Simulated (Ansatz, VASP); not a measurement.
**Ru: VASP beside Ansatz**

```
CELL_PARAMETERS angstrom
0.00000 2.72723 2.72723
2.72723 0.00000 2.72723
2.72723 2.72723 0.00000
ATOMIC_POSITIONS crystal
Ru 0.87500 0.87500 0.87500
Ru 0.12500 0.12500 0.12500
```

Alike in both runs: functional PBE; k mesh 14 × 14 × 14; occupations fermi-dirac, width 0.05 eV; no spin polarisation.

Ansatz relaxed the structure, and its values are those at the end. VASP's run is a single point on that final structure, the one shown.

|  | VASP | Ansatz |
| --- | --- | --- |
| version | VASP 6.6.1 | Ansatz 0.2.0 |
| potentials or method | VASP PAW PBE potentials, release 64 (Ru_pv) | PAW with Ansatz's default frozen-core files, scalar-relativistic |
| plane-wave cutoff (eV) | 520 | 420 |
| valence electrons in the cell | 28 | 32 |

|  | VASP | Ansatz | Ansatz less VASP |
| --- | --- | --- | --- |
| pressure (GPa) | 0.3 | 0.0 | -0.25 |

The functional is the same, so the differences come from potentials, cutoffs and numerics. VASP's potentials hold 28 valence electrons a cell and Ansatz's 32, so a difference there can come from the potentials and not from the codes.
